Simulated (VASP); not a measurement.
Crystal: CuSi3.

```xyz
4
Lattice="-1.8621 1.8621 4.1596 1.8621 -1.8621 4.1596 1.8621 1.8621 -4.1596" Properties=species:S:1:pos:R:3 pbc="T T T"
Si    0.0000    0.0000    4.1596
Si    1.8621    0.0000    2.0798
Si    0.0000    1.8621    2.0798
Cu    0.0000    0.0000    0.0000
```

* Program: VASP 6.6.1
* Task: relaxation of cell and atoms
* Functional: PBE
* Potentials or basis: VASP PAW PBE potentials, release 64 (Si, Cu)
* Cutoff: 600 eV
* k mesh: 18 × 18 × 18
* Occupations: gaussian, width 0.1 eV
* Spin: no spin polarisation

At the start: pressure -1.9 GPa; volume 14.42 Å³/atom.

**Question.** Where does the relaxation end?

**Answer.** Over 21 steps the energy falls by 32.9 meV/atom and the volume is 13.94 Å³/atom (-3.3 %); space group I4/mmm (No. 139, to 0.1 Å) before and after.

The path:
```csv
step,energy change (eV),largest force (eV/Å),pressure (GPa),volume (Å³)
1,0.0000,0.0000,-1.89,57.69
2,-0.0070,0.0000,0.40,56.28
3,-0.0072,0.0000,0.03,56.49
4,-0.0072,0.0000,0.07,56.47
5,-0.0081,0.0000,0.08,56.44
6,-0.0115,0.0000,0.14,56.38
7,-0.0221,0.0000,0.23,56.22
8,-0.0527,0.0000,0.39,55.85
9,-0.1175,0.0000,1.68,54.85
10,0.2355,0.0000,10.59,51.74
11,-0.1127,0.0000,2.98,54.22
12,-0.1229,0.0000,2.21,54.56
13,-0.1225,0.0000,2.34,54.51
14,-0.1227,0.0000,2.30,54.53
15,-0.1231,0.0000,2.21,54.57
16,-0.1237,0.0000,2.15,54.61
17,-0.1251,0.0000,1.92,54.72
18,-0.1276,0.0000,1.50,54.95
19,-0.1307,0.0000,0.66,55.40
20,-0.1298,0.0000,-0.92,56.32
21,-0.1315,0.0000,-0.01,55.77
```

Final structure:
```xyz
4
Lattice="-1.9815 1.9815 3.5512 1.9815 -1.9815 3.5512 1.9815 1.9815 -3.5512" Properties=species:S:1:pos:R:3 pbc="T T T"
Si    0.0000    0.0000    3.5512
Si    1.9815    0.0000    1.7756
Si    0.0000    1.9815    1.7756
Cu    0.0000    0.0000    0.0000
```
